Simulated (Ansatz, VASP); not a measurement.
Te in VASP and in Ansatz

```
Te
1.0
     6.02768    0.00000    0.00000
    -3.01384    5.22012    0.00000
     0.00000    0.00000    3.69523
Te
3
Direct
  0.00000 0.00000 0.00000
  0.33333 0.66667 0.50000
  0.66667 0.33333 0.50000
```

Alike in both runs: task single point; functional r2SCAN; k mesh 6 × 6 × 6; occupations gaussian, width 0.1 eV; no spin polarisation.

|  | VASP | Ansatz |
| --- | --- | --- |
| version | VASP 6.6.1 | Ansatz 0.2.0 |
| potentials or method | VASP PAW PBE potentials, release 64 (Te), cutoff 520 eV | scalar-relativistic, plane waves, PAW |
| valence electrons in the cell | 18 | 48 |

VASP gave:

* gap on the k mesh at the Fermi level (eV): none
* pressure (GPa): -7.8
* traceless stress, the component that is largest in VASP (GPa): -0.33

Question: Which values does Ansatz return?

Answer: gap on the k mesh at the Fermi level (eV): none; pressure (GPa): -7.7; traceless stress, the component that is largest in VASP (GPa): -0.34.

VASP's potentials were made for PBE, not for r2SCAN. A gap of «none» marks a metal or a gap that the smearing closes. VASP's potentials hold 18 valence electrons a cell and Ansatz's 48, so a difference there can come from the potentials and not from the codes.

Spin-orbit coupling is off throughout.
